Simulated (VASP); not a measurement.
# Bi in VASP: a series of runs, part 2 of 2

VASP 6.6.1. Earlier steps stand in the parts before.

### Step 4. Electric field gradients, PBE (equal xy, yz and zx shear strains of +3 %)

The input, INCAR:

```
SYSTEM = Bi
PREC     = Accurate       ! precision mode
ENCUT    = 520            ! plane-wave cutoff, eV
EDIFF    = 1E-8           ! SCF threshold, eV
ISMEAR   = -1             ! smearing method
SIGMA    = 0.03           ! smearing width, eV
LREAL    = .FALSE.        ! projectors in reciprocal space
LASPH    = .TRUE.         ! aspherical terms in the spheres
NELM     = 60             ! most SCF steps
ALGO     = Normal         ! electronic algorithm
ISIF     = 2              ! what is computed and relaxed
LWAVE    = .FALSE.        ! write WAVECAR
LCHARG   = .FALSE.        ! write CHGCAR
GGA      = PE             ! functional
LEFG     = .TRUE.       
NBANDS   = 22             ! bands
KPAR     = 4
```

The input, KPOINTS:

```
regular mesh
0
G
  11 11 11
  0 0 0
```

The input, POSCAR:

```
Bi
1.0
    2.3519944330      1.4057219714      4.0077797498
   -2.1940049238      1.3375319810      3.9395897595
    0.0199404907     -2.5653239523      3.9146304907
Bi
2
Direct
    0.2338900000      0.2338900000      0.2338900000
    0.7661100000      0.7661100000      0.7661100000
```

Potentials or basis: VASP PAW PBE potentials, release 64 (Bi_d).

On the command line:

```sh
$ cat potpaw_PBE.64/Bi_d/POTCAR > POTCAR
$ mpirun -np 4 vasp_std > vasp.out
```

OUTCAR:

```text
SYSTEM = Bi
   PREC = Accurate
   ENCUT = 520
   EDIFF = 1E-8
   ISMEAR = -1
   LREAL = .FALSE.
   LASPH = .TRUE.
   NELM = 60
   ISIF = 2
   GGA = PE

 ion  position               nearest neighbor table
   1  0.234  0.234  0.234-   2 3.04   2 3.06   2 3.11   2 3.48   2 3.52   2 3.58
   2  0.766  0.766  0.766-   1 3.04   1 3.06   1 3.11   1 3.48   1 3.52   1 3.58

  LATTYP: Found a triclinic cell.
 ALAT       =     4.4871440471
 B/A-ratio  =     1.0133443553
 C/A-ratio  =     1.0430562468
 COS(alpha) =     0.0085829278
 COS(beta)  =     0.4741846737
 COS(gamma) =     0.4801591939

  Lattice vectors:

 A1 = (   2.2139454145,  -3.9028559333,  -0.0249592688)
 A2 = (   4.5459993568,   0.0681899904,   0.0681899903)
 A3 = (   0.0199404907,  -2.5653239523,   3.9146304907)

Analysis of symmetry for initial positions (statically):
=====================================================================
 Subroutine PRICEL returns:
 Original cell was already a primitive cell.

 Routine SETGRP: Setting up the symmetry group for a
 triclinic supercell.

 Subroutine GETGRP returns: Found  2 space group operations
 (whereof  2 operations were pure point group operations)
 out of a pool of  2 trial point group operations.

The static configuration has the point symmetry S_2 .

Analysis of symmetry for dynamics (positions and initial velocities):
=====================================================================
 Subroutine PRICEL returns:
 Original cell was already a primitive cell.

 Routine SETGRP: Setting up the symmetry group for a
 triclinic supercell.

 Subroutine GETGRP returns: Found  2 space group operations
 (whereof  2 operations were pure point group operations)
 out of a pool of  2 trial point group operations.

The dynamic configuration has the point symmetry S_2 .

 Subroutine INISYM returns: Found  2 space group operations
 (whereof  2 operations are pure point group operations),
 and found     1 'primitive' translations

----------------------------------------------------------------------------------------

                                     Primitive cell

  volume of cell :      70.7189

  direct lattice vectors                    reciprocal lattice vectors
     2.351994433  1.405721971  4.007779750     0.216947089  0.122559477  0.079210217
    -2.194004924  1.337531981  3.939589760    -0.223195317  0.129064045  0.085714785
     0.019940491 -2.565323952  3.914630491     0.002509007 -0.255362743  0.088095622

  length of vectors
     4.854918186  4.703511122  4.680343629     0.261459602  0.271699653  0.270143044

  position of ions in fractional coordinates (direct lattice)
     0.233890000  0.233890000  0.233890000
     0.766110000  0.766110000  0.766110000

  ion indices of the primitive-cell ions
   primitive index   ion index
[... 68 lines left out ...]
   ISPIN  =      1    spin polarized calculation?
   LNONCOLLINEAR =      F non collinear calculations
   LSORBIT =      F    spin-orbit coupling
   LASPH  =      T    aspherical Exc in radial PAW
   ENCUT  =  520.0 eV  38.22 Ry    6.18 a.u.   9.03  8.75  8.70*2*pi/ulx,y,z
   NELM   =     60;   NELMIN=  2; NELMDL= -5     # of ELM steps
   EDIFF  = 0.1E-07   stopping-criterion for ELM
   LREAL  =      F    real-space projection
   EDIFFG = 0.1E-06   stopping-criterion for IOM
   NSW    =      0    number of steps for IOM
   IBRION =     -1    ionic relax: 0-MD 1-quasi-New 2-CG
   NFREE  =      0    steps in history (QN), initial steepest desc. (CG)
   ISIF   =      2    stress and relaxation
   ISYM   =      2    0-nonsym 1-usesym 2-fastsym
   POTIM  = 0.5000    time-step for ionic-motion
   TEBEG  =    0.0;   TEEND  =   0.0 temperature during run
   PSTRESS=    0.0 pullay stress
   NELECT =      30.0000    total number of electrons
   NUPDOWN=      -1.0000    fix difference up-down
   EMIN   =  10.00;   EMAX   =-10.00  energy-range for DOS
   EFERMI =   0.00;   METHOD = LEGACY
   ISMEAR =    -1;   SIGMA  =   0.03  broadening in eV -4-tet -1-fermi 0-gaus
   EFERMI_NEDOS =   21; number of points for ismear=-14 and -15
   IALGO  =     38    algorithm
   IMIX   =      4    mixing-type and parameters
     AMIX     =   0.40;   BMIX     =  1.00
     AMIX_MAG =   1.60;   BMIX_MAG =  1.00
  volume/ion in A,a.u.               =      35.36       238.62
  Fermi-wavevector in a.u.,A,eV,Ry     =   1.230089  2.324532 20.587246  1.513120
  Thomas-Fermi vector in A             =   2.364951
   LORBIT       =      0    0 simple, 1 ext, 2 COOP (PROOUT), +10 PAW based schemes
   GGA     = PE    functional components
   LHFCALC =     F    Hartree Fock is set to
   AEXX    =    0.0000 exact exchange contribution
   IVDW    =     0    specifies the selected vdW correction
   LEPSILON=     F    determine dielectric tensor
   LRPA    =     F    only Hartree local field effects (RPA)
 non-spin polarized calculation
  energy-cutoff  :      520.00
  volume of cell :       70.72
 maximum number of plane-waves:      1928
   NGX = 19   NGY = 17   NGZ = 17

 number of electron      30.0000005 magnetization

 Free energy of the ion-electron system (eV)
  ---------------------------------------------------
  ext. energy  EPLUGINS =         0.00000000
  ---------------------------------------------------
  free energy    TOTEN  =        -7.74535466 eV

  energy without entropy =       -7.74482903  energy(sigma->0) =       -7.74509185

 E-fermi :   6.2803     XC(G=0):  -9.5065

 val. band max:        6.2633327086   @ k =   0.2727   0.1818   0.2727
 cond. band min:       6.3297938157   @ k =   0.0909   0.4545   0.0909
 fundamental gap:      0.0664611071
 Fermi energy:         6.2803064168

 k-point     1 :       0.0000    0.0000    0.0000
  band No.  band energies     occupation
      1     -16.6528      2.00000
      2     -16.6276      2.00000
      3     -16.4957      2.00000
      4     -16.4881      2.00000
      5     -16.4733      2.00000
      6     -16.3110      2.00000
[... 589 lines left out ...]
     21      14.7151      0.00000
     22      15.6193      0.00000

 [... further k-points ...]
[... 5 lines left out ...]
  --------------------------------------------------------------------------------------
  -------------------------------------------------------------------------------------
  Total        1.0944224      0.4573399      0.8288840     -0.0879671     -0.5973178     -0.2913157
  in kB       24.7947558     10.3612937     18.7788343     -1.9929452    -13.5325711     -6.5999219
  external PRESSURE =      17.9782946 kB  Pullay stress =       0.0000000 kB

 VOLUME and BASIS-vectors are now :
 -----------------------------------------------------------------------------
  energy-cutoff  :      520.00
  volume of cell :       70.72
      direct lattice vectors                 reciprocal lattice vectors
     2.351994433  1.405721971  4.007779750     0.216947089  0.122559477  0.079210217
    -2.194004924  1.337531981  3.939589760    -0.223195317  0.129064045  0.085714785
     0.019940491 -2.565323952  3.914630491     0.002509007 -0.255362743  0.088095622

 POSITION                                       TOTAL-FORCE (eV/Angst)
 -----------------------------------------------------------------------------------
      0.04162      0.04162      2.77440        -0.088394     -0.179109      0.196799
      0.13631      0.13631      9.08760         0.088394      0.179109     -0.196799
 -----------------------------------------------------------------------------------
    total drift:                                0.000000     -0.000000      0.000000

  FREE ENERGIE OF THE ION-ELECTRON SYSTEM (eV)
  ---------------------------------------------------
  free  energy   TOTEN  =        -7.7453546629 eV

  energy  without entropy=       -7.7448290339  energy(sigma->0) =       -7.74509185

 Electric field gradients (V/A^2)
---------------------------------------------------------------------
 ion       V_xx      V_yy      V_zz      V_xy      V_xz      V_yz
---------------------------------------------------------------------
   1       1.788    31.822   -33.609    11.885    21.744    39.513
   2       1.788    31.822   -33.609    11.885    21.744    39.513
---------------------------------------------------------------------

 Electric field gradients after diagonalization (V/A^2)
 (convention: |V_zz| > |V_xx| > |V_yy|)
----------------------------------------------------------------------
 ion       V_xx      V_yy      V_zz     asymmetry (V_yy - V_xx)/ V_zz
----------------------------------------------------------------------
   1     -56.137    -1.671    57.808       0.942
   2     -56.137    -1.671    57.808       0.942
----------------------------------------------------------------------

           NMR quadrupolar parameters

 Cq : quadrupolar parameter    Cq=e*Q*V_zz/h
 eta: asymmetry parameters     (V_yy - V_xx)/ V_zz
 Q  : nuclear electric quadrupole moment in mb (millibarn)
----------------------------------------------------------------------
 ion       Cq(MHz)       eta       Q (mb)
----------------------------------------------------------------------
   1       0.140       0.942       1.000
   2       0.140       0.942       1.000
----------------------------------------------------------------------
```

Run time: 3.3 min. Hardware: 4 MPI ranks of Oxide Virtual Turin-like, shared host; peak memory 0.81 GiB.

What came out:

| Property | Result |
| --- | --- |
| Free energy | -7.7454 eV |
| Pressure | 1.8 GPa |
| Largest force | 0.280 eV/Å |
| Band gap on the k mesh | zero (bands 15 and 16 overlap by 0.27 eV) |
| Largest electric field gradient by atom | Bi +57.8 V/Å² |

Forces on the atoms (eV/Å):
```
Bi  -0.088 -0.179  0.197
Bi   0.088  0.179 -0.197
```

Stress tensor (GPa, compression positive):
```
 2.48 -0.20 -0.66
-0.20  1.04 -1.35
-0.66 -1.35  1.88
```

Levels at points of the mesh, in eV from the Fermi level:
```tsv
k point	band 12	band 13	band 14	band 15	band 16	band 17	band 18	band 19
(0.00, 0.00, 0.00)	-7.47	-1.49	-1.44	-0.93	2.41	2.83	3.17	5.52
```

Electric field gradients, principal values (V/Å²):
```csv
atom,least,middle,greatest (by size)
1 Bi,-1.671,-56.137,57.808
2 Bi,-1.671,-56.137,57.808
```

Caveat: the cell differs from its parent crystal (equal xy, yz and zx shear strains of +3 %); without QUAD_EFG the Cq values of the log hold for a quadrupole moment of 1 mb, not for the nuclei; spin-orbit coupling is left out, which moves the levels of the heavy elements.

### Step 5. Summary

```csv
level,potentials or basis,cell,gap on the mesh (eV),pressure (GPa),largest force (eV/Å)
PBE,"VASP PAW PBE potentials, release 64 (Bi_d)","a = 4.649 Å, angles 57.2°, 2 atoms",none,5.3,0.51
LDA,"VASP PAW LDA potentials, release 64 (Bi_d)","a = 4.746 Å, angles 57.2°, 2 atoms",none,-1.8,0.06
PBE,"VASP PAW PBE potentials, release 64 (Bi_d)","a = 4.855, b = 4.704, c = 4.680 Å, angles 57.1, 57.7, 56.8°, 2 atoms",none,1.8,0.28
```

Alike in all rows: task electric field gradients; no spin polarisation; k mesh 11 × 11 × 11; cutoff (eV) 520; smearing fermi-dirac 0.03 eV.

Caveats: spin-orbit coupling is left out, which moves the levels of the heavy elements; the cell stands under pressure (at least some runs).

Total energies depend on the potentials used, so only differences within one code and one set of settings carry meaning.
